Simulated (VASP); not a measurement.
# Gd (P6_3/mmc) in VASP: relaxation of cell and atoms with PBE

Aim: the relaxation of cell and atoms of Gd with PBE.

Program: VASP 6.6.1. These are calculated values, not measurements. Logs are shortened: lines on timing, memory, paths and dates and some standing lists are left out, and cuts for length are marked.

### 1 The cell of the first run

Symmetry: P6_3/mmc, No. 194, hexagonal system. Conventional cell: a = 3.640 Å, b = 3.640 Å, c = 5.780 Å, α = 90.00°, β = 90.00°, γ = 120.00°. Gd (site symmetry -6m2) has 12 Gd at 3.57 to 3.64 Å within 4.7 Å.

### 2 Relaxation of cell and atoms, PBE, collinear spin, ferromagnetic start

INCAR reads:

```
PREC = Accurate
ENCUT = 600
EDIFF = 1E-6
ISMEAR = 0
SIGMA = 0.05
LREAL = F
LASPH = T
NELM = 150
ALGO = Normal
ISIF = 3
LWAVE = F
LCHARG = F
ISPIN = 2
MAGMOM = 7 7
LORBIT = 11
LMAXMIX = 6
GGA = PE
IBRION = 2
NSW = 80
EDIFFG = -0.03
```

KPOINTS reads:

```
regular mesh
0
Gamma
  6 6 4
```

POSCAR reads:

```
Gd
1.0
    3.6400000000      0.0000000000      0.0000000000
   -1.8200000000      3.1523324698      0.0000000000
    0.0000000000      0.0000000000      5.7803200000
Gd
2
Direct
    0.3333333333      0.6666666667      0.7500000000
    0.6666666667      0.3333333333      0.2500000000
```

Potentials or basis: VASP PAW PBE potentials, release 64 (Gd).

Run with:

```console
> cat potpaw_PBE.64/Gd/POTCAR > POTCAR
> mpirun -np 1 vasp_std > vasp.out
```

OUTCAR:

```text
PREC = Accurate
   ENCUT = 600
   EDIFF = 1E-6
   ISMEAR = 0
   LREAL = F
   LASPH = T
   NELM = 150
   ISIF = 3
   ISPIN = 2
   LORBIT = 11
   GGA = PE
   IBRION = 2
   NSW = 80
   EDIFFG = -0.03

 ion  position               nearest neighbor table
   1  0.333  0.667  0.750-
   2  0.667  0.333  0.250-

  LATTYP: Found a hexagonal cell.
 ALAT       =     3.6400000000
 C/A-ratio  =     1.5880000000

  Lattice vectors:

 A1 = (   3.6400000000,   0.0000000000,   0.0000000000)
 A2 = (  -1.8200000000,   3.1523324698,   0.0000000000)
 A3 = (   0.0000000000,   0.0000000000,   5.7803200000)

Analysis of symmetry for initial positions (statically):
=====================================================================
 Subroutine PRICEL returns:
 Original cell was already a primitive cell.

 Routine SETGRP: Setting up the symmetry group for a
 hexagonal supercell.

 Subroutine GETGRP returns: Found 24 space group operations
 (whereof 12 operations were pure point group operations)
 out of a pool of 24 trial point group operations.

The static configuration has the point symmetry D_3d.
 The point group associated with its full space group is D_6h.

Analysis of symmetry for dynamics (positions and initial velocities):
=====================================================================
 Subroutine PRICEL returns:
 Original cell was already a primitive cell.

 Routine SETGRP: Setting up the symmetry group for a
 hexagonal supercell.

 Subroutine GETGRP returns: Found 24 space group operations
 (whereof 12 operations were pure point group operations)
 out of a pool of 24 trial point group operations.

The dynamic configuration has the point symmetry D_3d.
 The point group associated with its full space group is D_6h.

Analysis of structural, dynamic, and magnetic symmetry:
=====================================================================
 Subroutine PRICEL returns:
 Original cell was already a primitive cell.

 Routine SETGRP: Setting up the symmetry group for a
 hexagonal supercell.

 Subroutine GETGRP returns: Found 24 space group operations
 (whereof 12 operations were pure point group operations)
 out of a pool of 24 trial point group operations.

The overall configuration has the point symmetry D_3d.
 The point group associated with its full space group is D_6h.

 Subroutine INISYM returns: Found 24 space group operations
 (whereof 12 operations are pure point group operations),
 and found     1 'primitive' translations

----------------------------------------------------------------------------------------

                                     Primitive cell

  volume of cell :      66.3262

  direct lattice vectors                    reciprocal lattice vectors
     3.640000000  0.000000000  0.000000000     0.274725275  0.158612711  0.000000000
    -1.820000000  3.152332470  0.000000000     0.000000000  0.317225423  0.000000000
     0.000000000  0.000000000  5.780320000     0.000000000  0.000000000  0.173000803

  length of vectors
     3.640000000  3.640000000  5.780320000     0.317225423  0.317225423  0.173000803

  position of ions in fractional coordinates (direct lattice)
     0.333333333  0.666666667  0.750000000
     0.666666667  0.333333333  0.250000000

  ion indices of the primitive-cell ions
   primitive index   ion index
                 1           1
                 2           2

----------------------------------------------------------------------------------------

 KPOINTS: regular mesh

Automatic generation of k-mesh.
 Grid dimensions read from file:
 generate k-points for:    6    6    4

 Generating k-lattice:

  Cartesian coordinates                     Fractional coordinates (reciprocal lattice)
     0.045787546  0.026435452  0.000000000     0.166666667  0.000000000  0.000000000
     0.000000000  0.052870904  0.000000000     0.000000000  0.166666667  0.000000000
     0.000000000  0.000000000  0.043250201     0.000000000  0.000000000  0.250000000

  Length of vectors
     0.052870904  0.052870904  0.043250201

  Shift w.r.t. Gamma in fractional coordinates (k-lattice)
     0.000000000  0.000000000  0.000000000

 Subroutine IBZKPT returns following result:
 ===========================================

 Found     21 irreducible k-points:

 Following reciprocal coordinates:
            Coordinates               Weight
  0.000000  0.000000  0.000000      1.000000
  0.166667 -0.000000  0.000000      6.000000
  0.333333 -0.000000  0.000000      6.000000
  0.500000  0.000000  0.000000      3.000000
  0.166667  0.166667  0.000000      6.000000
  0.333333  0.166667  0.000000     12.000000
[... 13 lines left out ...]
  0.333333  0.166667  0.500000     12.000000
  0.333333  0.333333  0.500000      2.000000
   k-points           NKPTS =     21   k-points in BZ     NKDIM =     21   number of bands    NBANDS=     29
   number of dos      NEDOS =    301   number of ions     NIONS =      2
   total plane-waves  NPLWV =  43200
   dimension x,y,z NGX =    30 NGY =   30 NGZ =   48
   dimension x,y,z NGXF=    60 NGYF=   60 NGZF=   96
   ions per type =               2
   NGX,Y,Z   is equivalent  to a cutoff of  13.70, 13.70, 13.81 a.u.
   NGXF,Y,Z  is equivalent  to a cutoff of  27.40, 27.40, 27.61 a.u.
 SYSTEM =  unknown system
   PREC   = accura    normal or accurate (medium, high low for compatibility)
   ISTART =      0    job   : 0-new  1-cont  2-samecut
   ICHARG =      2    charge: 1-file 2-atom 10-const
   ISPIN  =      2    spin polarized calculation?
   LNONCOLLINEAR =      F non collinear calculations
   LSORBIT =      F    spin-orbit coupling
   LASPH  =      T    aspherical Exc in radial PAW
   ENCUT  =  600.0 eV  44.10 Ry    6.64 a.u.   7.27  7.27 11.54*2*pi/ulx,y,z
   NELM   =    150;   NELMIN=  2; NELMDL= -5     # of ELM steps
   EDIFF  = 0.1E-05   stopping-criterion for ELM
   LREAL  =      F    real-space projection
   EDIFFG = -.3E-01   stopping-criterion for IOM
   NSW    =     80    number of steps for IOM
   IBRION =      2    ionic relax: 0-MD 1-quasi-New 2-CG
   NFREE  =      1    steps in history (QN), initial steepest desc. (CG)
   ISIF   =      3    stress and relaxation
   ISYM   =      2    0-nonsym 1-usesym 2-fastsym
   POTIM  = 0.5000    time-step for ionic-motion
   TEBEG  =    0.0;   TEEND  =   0.0 temperature during run
   PSTRESS=    0.0 pullay stress
   NELECT =      36.0000    total number of electrons
   NUPDOWN=      -1.0000    fix difference up-down
   EMIN   =  10.00;   EMAX   =-10.00  energy-range for DOS
   EFERMI =   0.00;   METHOD = LEGACY
   ISMEAR =     0;   SIGMA  =   0.05  broadening in eV -4-tet -1-fermi 0-gaus
   EFERMI_NEDOS =   21; number of points for ismear=-14 and -15
   IALGO  =     38    algorithm
   IMIX   =      4    mixing-type and parameters
     AMIX     =   0.40;   BMIX     =  1.00
     AMIX_MAG =   1.60;   BMIX_MAG =  1.00
  volume/ion in A,a.u.               =      33.16       223.80
  Fermi-wavevector in a.u.,A,eV,Ry     =   1.335408  2.523555 24.263459  1.783314
  Thomas-Fermi vector in A             =   2.464114
   LORBIT       =     11    0 simple, 1 ext, 2 COOP (PROOUT), +10 PAW based schemes
   GGA     = PE    functional components
   LHFCALC =     F    Hartree Fock is set to
   AEXX    =    0.0000 exact exchange contribution
   IVDW    =     0    specifies the selected vdW correction
   LEPSILON=     F    determine dielectric tensor
   LRPA    =     F    only Hartree local field effects (RPA)
 conjugate gradient relaxation of ions
 spin polarized calculation
 Gauss-broadening in eV      SIGMA  =   0.05
  energy-cutoff  :      600.00
  volume of cell :       66.33
 maximum number of plane-waves:      2243
 NGX is ok and might be reduce to    30
   NGX = 15   NGY = 15   NGZ = 23

--------------------------------------- Ionic step        1  -------------------------------------------

 number of electron      35.9999993 magnetization      15.3936387

 Free energy of the ion-electron system (eV)
  ---------------------------------------------------
  ext. energy  EPLUGINS =         0.00000000
  ---------------------------------------------------
  free energy    TOTEN  =       -23.41700247 eV

  energy without entropy =      -23.41178259  energy(sigma->0) =      -23.41439253

------------------------ aborting loop because EDIFF is reached ----------------------------------------

  FORCE on cell =-STRESS in cart. coord.  units (eV):
  Direction    XX          YY          ZZ          XY          YZ          ZX
  --------------------------------------------------------------------------------------
  -------------------------------------------------------------------------------------
  Total        0.0369993      0.0369993      0.1608527      0.0000000      0.0000000      0.0000000
  in kB        0.8937560      0.8937560      3.8855604      0.0000000      0.0000000      0.0000000
  external PRESSURE =       1.8910242 kB  Pullay stress =       0.0000000 kB
[... 93 lines left out ...]
  energy  without entropy=      -23.4111064803  energy(sigma->0) =      -23.41393783

--------------------------------------- Ionic step        4  -------------------------------------------

 number of electron      35.9999994 magnetization      15.3982279

 Free energy of the ion-electron system (eV)
  ---------------------------------------------------
  ext. energy  EPLUGINS =         0.00000000
  ---------------------------------------------------
  free energy    TOTEN  =       -23.41804856 eV

  energy without entropy =      -23.41262832  energy(sigma->0) =      -23.41533844

 E-fermi :   2.9021     XC(G=0):  -9.9138

 val. band max:        2.9001358730   @ k =   0.3333   0.3333   0.2500
 cond. band min:       2.9077547027   @ k =   0.3333   0.1667   0.2500
 fundamental gap:      0.0076188297
 Fermi energy:         2.9021249451

 spin component 1

 k-point     1 :       0.0000    0.0000    0.0000
  band No.  band energies     occupation
      1     -42.4373      1.00000
      2     -42.3729      1.00000
      3     -20.1595      1.00000
      4     -19.5714      1.00000
      5     -19.5714      1.00000
      6     -19.4711      1.00000
[... 661 lines left out ...]
     28       2.9962      0.00391
     29       5.3274      0.00000
 Fermi energy:         2.9021249451

 spin component 2

 k-point     1 :       0.0000    0.0000    0.0000
  band No.  band energies     occupation
      1     -39.1817      1.00000
      2     -39.1008      1.00000
      3     -17.9036      1.00000
      4     -17.1762      1.00000
      5     -17.1762      1.00000
      6     -17.0605      1.00000
[... 690 lines left out ...]
  FREE ENERGIE OF THE ION-ELECTRON SYSTEM (eV)
  ---------------------------------------------------
  free  energy   TOTEN  =       -23.4180485553 eV

  energy  without entropy=      -23.4126283160  energy(sigma->0) =      -23.41533844

 reached required accuracy - stopping structural energy minimisation

 total charge

# of ion       s       p       d       f       tot
--------------------------------------------------
    1        2.073   5.567   0.570   6.977  15.187
    2        2.073   5.567   0.570   6.977  15.187
--------------------------------------------------
tot          4.145  11.135   1.139  13.954  30.373

 magnetization (x)

# of ion       s       p       d       f       tot
--------------------------------------------------
    1        0.004  -0.051   0.234   6.828   7.016
    2        0.004  -0.051   0.234   6.828   7.016
--------------------------------------------------
tot          0.008  -0.101   0.468  13.656  14.031
```

Run time: 7.3 min. Hardware: 1 thread of AMD EPYC 9R45 (Zen 5), shared host; peak memory 0.26 GiB.

What came out:

| Item | Value |
| --- | --- |
| Free energy | -23.4180 eV |
| Relaxed volume | 33.51 Å³/atom |
| Relaxed cell | a = 3.646 Å, b = 3.646 Å, c = 5.821 Å, α = 90.00°, β = 90.00°, γ = 120.00° |
| Space group after relaxing (to 0.1 Å) | P6_3/mmc (No. 194) |
| Energy gained by relaxing | 0.5 meV/atom |
| Ionic steps | 4 |
| Pressure after relaxing | -0.1 GPa |
| Net moment | 15.40 μB per cell |
| Site moments | Gd +7.02 μB |
| Valence electrons inside the program's atomic spheres | Gd 15.19 |

The path:
```
step  energy change (eV)  largest force (eV/Å)  pressure (GPa)  volume (Å³)
   1              0.0000                0.0000            0.19        66.33
   2             -0.0008                0.0000            0.17        66.70
   3              0.0002                0.0000           -0.39        67.76
   4             -0.0010                0.0000           -0.06        67.01
```

Final structure:
```
Gd
1.0
     3.64591    0.00000    0.00000
    -1.82295    3.15745    0.00000
     0.00000    0.00000    5.82112
Gd
2
Direct
  0.33333 0.66667 0.75000
  0.66667 0.33333 0.25000
```

Caveat: spin-orbit coupling is left out, which moves the levels of the heavy elements; semilocal functionals describe open f shells poorly, which spoils levels, moments and volumes. The state reached can hang on the start; a lower one may exist.
